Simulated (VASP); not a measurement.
# H2ClF in VASP: a series of runs

Runs on H2ClF. Level: PBE+D3(BJ). Tasks: single point.

Everything below comes from runs of VASP 6.6.1. Logs are shortened: lines on timing, memory, paths and dates and some standing lists are left out, and cuts for length are marked.

## Step 1: The cell of the first run

The cell holds an amorphous packing of atoms, 12 atoms: a = 6.546 Å, b = 6.546 Å, c = 6.546 Å, α = 90.00°, β = 90.00°, γ = 90.00°.

## Step 2: Single point, PBE+D3(BJ)

The input, INCAR:

```
PREC     = Accurate       # precision mode
ENCUT    = 520            # plane-wave cutoff, eV
EDIFF    = 1E-7           # SCF threshold, eV
ISMEAR   = -1             # smearing method
SIGMA    = 0.02           # smearing width, eV
LREAL    = F              # projectors in reciprocal space
LASPH    = T              # aspherical terms in the spheres
NELM     = 80             # most SCF steps
ALGO     = Normal         # electronic algorithm
ISIF     = 2              # what is computed and relaxed
LWAVE    = F              # write WAVECAR
LCHARG   = F              # write CHGCAR
GGA      = PE             # functional
IVDW     = 12             # dispersion correction
NBANDS   = 36             # bands
```

The input, KPOINTS:

```
regular mesh
0
Gamma
  1 1 1
```

The input, POSCAR:

```
H2ClF
1.0
    6.5460240000      0.0000000000      0.0000000000
    0.0000000000      6.5460240000      0.0000000000
    0.0000000000      0.0000000000      6.5460240000
F H Cl
3 6 3
Direct
    0.4187274596      0.3567967365      0.7855455464
    0.6051612399      0.1422390141      0.4695063752
    0.7246841747      0.6484852485      0.6701930821
    0.5327355964      0.3072704897      0.7139753841
    0.7333764740      0.0643444020      0.4348135601
    0.6151978667      0.7224843661      0.7236759291
    0.1232503883      0.9452913708      0.8046869367
    0.1750222731      0.2679030813     -0.1396267414
    0.9286247652      0.7546412907      0.4883575129
    0.2144966166      0.7755853019      0.7951391562
   -0.0021081499      0.2414289957     -0.0405131420
    0.9894555840      0.8892268039      0.3563995488
```

Potentials or basis: VASP PAW PBE potentials, release 64 (F, H, Cl).

Command:

```bash
> cat potpaw_PBE.64/F/POTCAR potpaw_PBE.64/H/POTCAR potpaw_PBE.64/Cl/POTCAR > POTCAR
> mpirun -np 1 vasp_gam > vasp.out
```

OUTCAR:

```text
PREC = Accurate
   ENCUT = 520
   EDIFF = 1E-7
   ISMEAR = -1
   LREAL = F
   LASPH = T
   NELM = 80
   ISIF = 2
   GGA = PE
   IVDW = 12
 IVDW          = 12

 ion  position               nearest neighbor table
   1  0.419  0.357  0.786-   4 0.94
   2  0.605  0.142  0.470-   5 1.01
   3  0.725  0.648  0.670-   6 0.93
   4  0.533  0.307  0.714-   1 0.94
   5  0.733  0.064  0.435-   2 1.01
   6  0.615  0.722  0.724-   3 0.93
   7  0.123  0.945  0.805-  10 1.26
   8  0.175  0.268  0.860-  11 1.34
   9  0.929  0.755  0.488-  12 1.30
  10  0.214  0.776  0.795-   7 1.26
  11  0.998  0.241  0.959-   8 1.34
  12  0.989  0.889  0.356-   9 1.30

  LATTYP: Found a simple cubic cell.
 ALAT       =     6.5460240000

  Lattice vectors:

 A1 = (   6.5460240000,   0.0000000000,   0.0000000000)
 A2 = (   0.0000000000,   6.5460240000,   0.0000000000)
 A3 = (   0.0000000000,   0.0000000000,   6.5460240000)

Analysis of symmetry for initial positions (statically):
=====================================================================
 Subroutine PRICEL returns:
 Original cell was already a primitive cell.

 Routine SETGRP: Setting up the symmetry group for a
 simple cubic supercell.

 Subroutine GETGRP returns: Found  1 space group operations
 (whereof  1 operations were pure point group operations)
 out of a pool of 48 trial point group operations.

The static configuration has the point symmetry C_1 .

Analysis of symmetry for dynamics (positions and initial velocities):
=====================================================================
 Subroutine PRICEL returns:
 Original cell was already a primitive cell.

 Routine SETGRP: Setting up the symmetry group for a
 simple cubic supercell.

 Subroutine GETGRP returns: Found  1 space group operations
 (whereof  1 operations were pure point group operations)
 out of a pool of 48 trial point group operations.

The dynamic configuration has the point symmetry C_1 .

 Subroutine INISYM returns: Found  1 space group operations
 (whereof  1 operations are pure point group operations),
 and found     1 'primitive' translations

----------------------------------------------------------------------------------------

                                     Primitive cell

  volume of cell :     280.4999

  direct lattice vectors                    reciprocal lattice vectors
     6.546024000  0.000000000  0.000000000     0.152764487  0.000000000  0.000000000
     0.000000000  6.546024000  0.000000000     0.000000000  0.152764487  0.000000000
     0.000000000  0.000000000  6.546024000     0.000000000  0.000000000  0.152764487

  length of vectors
     6.546024000  6.546024000  6.546024000     0.152764487  0.152764487  0.152764487

  position of ions in fractional coordinates (direct lattice)
     0.418727460  0.356796737  0.785545546
     0.605161240  0.142239014  0.469506375
     0.724684175  0.648485249  0.670193082
     0.532735596  0.307270490  0.713975384
     0.733376474  0.064344402  0.434813560
     0.615197867  0.722484366  0.723675929
     0.123250388  0.945291371  0.804686937
     0.175022273  0.267903081  0.860373259
     0.928624765  0.754641291  0.488357513
     0.214496617  0.775585302  0.795139156
     0.997891850  0.241428996  0.959486858
     0.989455584  0.889226804  0.356399549

  ion indices of the primitive-cell ions
   primitive index   ion index
                 1           1
                 2           2
                 3           3
                 4           4
                 5           5
                 6           6
                 7           7
                 8           8
                 9           9
                10          10
                11          11
                12          12

----------------------------------------------------------------------------------------

 KPOINTS: regular mesh

Automatic generation of k-mesh.
 Grid dimensions read from file:
 generate k-points for:    1    1    1

 Generating k-lattice:

  Cartesian coordinates                     Fractional coordinates (reciprocal lattice)
     0.152764487  0.000000000  0.000000000     1.000000000  0.000000000  0.000000000
     0.000000000  0.152764487  0.000000000     0.000000000  1.000000000  0.000000000
     0.000000000  0.000000000  0.152764487     0.000000000  0.000000000  1.000000000

  Length of vectors
     0.152764487  0.152764487  0.152764487

  Shift w.r.t. Gamma in fractional coordinates (k-lattice)
     0.000000000  0.000000000  0.000000000

 Subroutine IBZKPT returns following result:
 ===========================================

 Found      1 irreducible k-points:

 Following reciprocal coordinates:
            Coordinates               Weight
  0.000000  0.000000  0.000000      1.000000
   k-points           NKPTS =      1   k-points in BZ     NKDIM =      1   number of bands    NBANDS=     36
   number of dos      NEDOS =    301   number of ions     NIONS =     12
   total plane-waves  NPLWV = 125000
   dimension x,y,z NGX =    50 NGY =   50 NGZ =   50
   dimension x,y,z NGXF=   100 NGYF=  100 NGZF=  100
   ions per type =               3   6   3
   NGX,Y,Z   is equivalent  to a cutoff of  12.70, 12.70, 12.70 a.u.
   NGXF,Y,Z  is equivalent  to a cutoff of  25.40, 25.40, 25.40 a.u.
 SYSTEM =  unknown system
   PREC   = accura    normal or accurate (medium, high low for compatibility)
   ISTART =      0    job   : 0-new  1-cont  2-samecut
   ICHARG =      2    charge: 1-file 2-atom 10-const
   ISPIN  =      1    spin polarized calculation?
   LNONCOLLINEAR =      F non collinear calculations
   LSORBIT =      F    spin-orbit coupling
   LASPH  =      T    aspherical Exc in radial PAW
   ENCUT  =  520.0 eV  38.22 Ry    6.18 a.u.  12.17 12.17 12.17*2*pi/ulx,y,z
   NELM   =     80;   NELMIN=  2; NELMDL= -5     # of ELM steps
   EDIFF  = 0.1E-06   stopping-criterion for ELM
   LREAL  =      F    real-space projection
   EDIFFG = 0.1E-05   stopping-criterion for IOM
   NSW    =      0    number of steps for IOM
   IBRION =     -1    ionic relax: 0-MD 1-quasi-New 2-CG
   NFREE  =      0    steps in history (QN), initial steepest desc. (CG)
   ISIF   =      2    stress and relaxation
   ISYM   =      2    0-nonsym 1-usesym 2-fastsym
   POTIM  = 0.5000    time-step for ionic-motion
   TEBEG  =    0.0;   TEEND  =   0.0 temperature during run
   PSTRESS=    0.0 pullay stress
   NELECT =      48.0000    total number of electrons
   NUPDOWN=      -1.0000    fix difference up-down
   EMIN   =  10.00;   EMAX   =-10.00  energy-range for DOS
   EFERMI =   0.00;   METHOD = LEGACY
   ISMEAR =    -1;   SIGMA  =   0.02  broadening in eV -4-tet -1-fermi 0-gaus
   EFERMI_NEDOS =   21; number of points for ismear=-14 and -15
   IALGO  =     38    algorithm
   IMIX   =      4    mixing-type and parameters
     AMIX     =   0.40;   BMIX     =  1.00
     AMIX_MAG =   1.60;   BMIX_MAG =  1.00
  volume/ion in A,a.u.               =      23.37       157.74
  Fermi-wavevector in a.u.,A,eV,Ry     =   0.908889  1.717552 11.239497  0.826080
  Thomas-Fermi vector in A             =   2.032869
   LORBIT       =      0    0 simple, 1 ext, 2 COOP (PROOUT), +10 PAW based schemes
   GGA     = PE    functional components
   LHFCALC =     F    Hartree Fock is set to
   AEXX    =    0.0000 exact exchange contribution
   IVDW    =    12    specifies the selected vdW correction
   LEPSILON=     F    determine dielectric tensor
   LRPA    =     F    only Hartree local field effects (RPA)
 non-spin polarized calculation
  energy-cutoff  :      520.00
  volume of cell :      280.50
 maximum number of plane-waves:      3761
 NGX is ok and might be reduce to    50
   NGX = 25   NGY = 25   NGZ = 25

 number of electron      47.9999999 magnetization

 Free energy of the ion-electron system (eV)
  ---------------------------------------------------
  ext. energy  EPLUGINS =         0.00000000
  ---------------------------------------------------
  free energy    TOTEN  =       -42.70571931 eV

  energy without entropy =      -42.70571931  energy(sigma->0) =      -42.70571931

 E-fermi :  -4.2290     XC(G=0):  -5.5139

 val. band max:       -4.7149813641   @ k =   0.0000   0.0000   0.0000
 cond. band min:       0.7193204516   @ k =   0.0000   0.0000   0.0000
 fundamental gap:      5.4343018157
 Fermi energy:        -4.2290236060

 k-point     1 :       0.0000    0.0000    0.0000
  band No.  band energies     occupation
      1     -27.7412      2.00000
      2     -27.5787      2.00000
      3     -26.6087      2.00000
      4     -18.6741      2.00000
      5     -18.3416      2.00000
      6     -18.0041      2.00000
[... 28 lines left out ...]
     35       5.8867      0.00000
     36       6.1161      0.00000

------------------------ aborting loop because EDIFF is reached ----------------------------------------

 Edisp (eV)   -0.42613

 E8    (eV) :    -0.1145

  FORCE on cell =-STRESS in cart. coord.  units (eV):
  Direction    XX          YY          ZZ          XY          YZ          ZX
  --------------------------------------------------------------------------------------
  -------------------------------------------------------------------------------------
  Total      -1.30060     0.98170     0.11922     0.09636    -0.57817     0.84667
  in kB      -7.42886     5.60735     0.68094     0.55040    -3.30245     4.83607
  external pressure =       -0.38 kB  Pullay stress =        0.00 kB

 VOLUME and BASIS-vectors are now :
 -----------------------------------------------------------------------------
  energy-cutoff  :      520.00
  volume of cell :      280.50
      direct lattice vectors                 reciprocal lattice vectors
     6.546024000  0.000000000  0.000000000     0.152764487  0.000000000  0.000000000
     0.000000000  6.546024000  0.000000000     0.000000000  0.152764487  0.000000000
     0.000000000  0.000000000  6.546024000     0.000000000  0.000000000  0.152764487

 POSITION                                       TOTAL-FORCE (eV/Angst)
 -----------------------------------------------------------------------------------
      2.74100      2.33560      5.14220        -0.306153      0.275517      0.335270
      3.96140      0.93110      3.07340         1.481461     -0.827907     -0.173551
      4.74380      4.24500      4.38710         0.447535     -0.371825     -0.215244
      3.48730      2.01140      4.67370         0.358830     -0.379204     -0.597711
      4.80070      0.42120      2.84630        -1.294482      0.843145      0.299039
      4.02710      4.72940      4.73720        -0.600587      0.310755      0.204185
      0.80680      6.18790      5.26750        -0.450017      0.851941      0.145293
      1.14570      1.75370      5.63202        -0.714358      0.055695      0.531538
      6.07880      4.93990      3.19680        -0.073271      0.013264      0.031367
      1.40410      5.07700      5.20500         0.817717     -1.005026      0.096789
      6.53222      1.58040      6.28082         0.630290      0.022821     -0.451455
      6.47700      5.82090      2.33300        -0.296964      0.210823     -0.205520
 -----------------------------------------------------------------------------------
    total drift:                               -0.000467     -0.000010     -0.000250

  FREE ENERGIE OF THE ION-ELECTRON SYSTEM (eV)
  ---------------------------------------------------
  free  energy   TOTEN  =       -43.1318521137 eV

  energy  without entropy=      -43.1318521137  energy(sigma->0) =      -43.13185211
```

Run time: 26 s. Hardware: 1 thread of AMD EPYC 7R43 (Zen 3), shared host; peak memory 0.28 GiB.

Results:

* Free energy: -43.1319 eV
* Pressure: 0.0 GPa
* Largest force: 1.706 eV/Å
* Band gap on the k mesh: 5.43 eV
* Dispersion energy per atom: -0.036 eV

Forces in eV/Å, atoms in the order of the input:
```
F   -0.306  0.276  0.335
F    1.481 -0.828 -0.174
F    0.448 -0.372 -0.215
H    0.359 -0.379 -0.598
H   -1.294  0.843  0.299
H   -0.601  0.311  0.204
H   -0.450  0.852  0.145
H   -0.714  0.056  0.532
H   -0.073  0.013  0.031
Cl   0.818 -1.005  0.097
Cl   0.630  0.023 -0.451
Cl  -0.297  0.211 -0.206
```

Caveat: the k points lie up to 0.96 Å⁻¹ apart.

## Step 3: Single point, PBE+D3(BJ)

The input, INCAR:

```
PREC     = Accurate       # precision mode
ENCUT    = 520            # plane-wave cutoff, eV
EDIFF    = 1E-6           # SCF threshold, eV
ISMEAR   = -1             # smearing method
SIGMA    = 0.02           # smearing width, eV
LREAL    = F              # projectors in reciprocal space
LASPH    = T              # aspherical terms in the spheres
NELM     = 60             # most SCF steps
ALGO     = Normal         # electronic algorithm
ISIF     = 2              # what is computed and relaxed
LWAVE    = F              # write WAVECAR
LCHARG   = T              # write CHGCAR
GGA      = PE             # functional
IVDW     = 12             # dispersion correction
LELF     = T              # ELF
LVHAR    = T            
NBANDS   = 36             # bands
```

The input, KPOINTS:

```
Automatic mesh
0
Gamma
  1 1 1
```

The input, POSCAR:

```
H2ClF
1.0
    6.5460240000      0.0000000000      0.0000000000
    0.0000000000      6.5460240000      0.0000000000
    0.0000000000      0.0000000000      6.5460240000
F H Cl
3 6 3
Direct
    0.4722103066      0.3889231081      0.7497986564
    0.5941163674      0.1558808828      0.4954457851
    0.7567647170      0.6423441161      0.7002265803
    0.4774806814      0.2543223184      0.7072079174
    0.6979656659      0.0718756913      0.4539091210
    0.6896247249      0.5129678718      0.7217358201
    0.2303841232      0.9479953022      0.8794957061
   -0.0499539873      0.3987611411     -0.0967763027
    0.9144176679      0.7556037069      0.4450182279
    0.2483645034      0.7587201025      0.8172136246
   -0.0565534132      0.2044905427     -0.0854106248
    0.9742860704      0.9252028407      0.3659778821
```

Potentials or basis: VASP PAW PBE potentials, release 64 (F, H, Cl).

Command:

```bash
> cat potpaw_PBE.64/F/POTCAR potpaw_PBE.64/H/POTCAR potpaw_PBE.64/Cl/POTCAR > POTCAR
> mpirun -np 1 vasp_gam > vasp.out
```

Run time: 31 s. Hardware: 1 thread of AMD EPYC 7R43 (Zen 3), shared host; peak memory 0.27 GiB.

The run converged. Its results:

| Property | Result |
| --- | --- |
| Free energy | -43.1033 eV |
| Pressure | 1.0 GPa |
| Largest force | 2.476 eV/Å |
| Band gap on the k mesh | 5.36 eV |
| Dispersion energy per atom | -0.035 eV |

Forces on the atoms (eV/Å):
```
F   -0.300  1.313  0.949
F   -1.778  1.148  0.366
F    0.328 -0.387 -0.017
H    0.336 -1.311 -0.747
H    1.883 -1.478 -0.631
H   -0.403  0.524 -0.199
H   -0.088 -0.577 -0.188
H    0.159  0.563 -0.032
H   -0.104 -0.186  0.324
Cl   0.036  0.674  0.351
Cl  -0.060 -0.412  0.069
Cl  -0.009  0.129 -0.244
```

Stress tensor (GPa, compression positive):
```
 1.11 -0.89 -0.29
-0.89  1.45  0.54
-0.29  0.54  0.47
```

Levels at points of the mesh, in eV from the valence-band top:
```csv
k point,band 21,band 22,band 23,band 24,band 25,band 26,band 27,band 28
"(0.00, 0.00, 0.00)",-0.77,-0.48,-0.12,0.00,5.36,7.12,7.24,7.71
```

Caveat: the k points lie up to 0.96 Å⁻¹ apart.
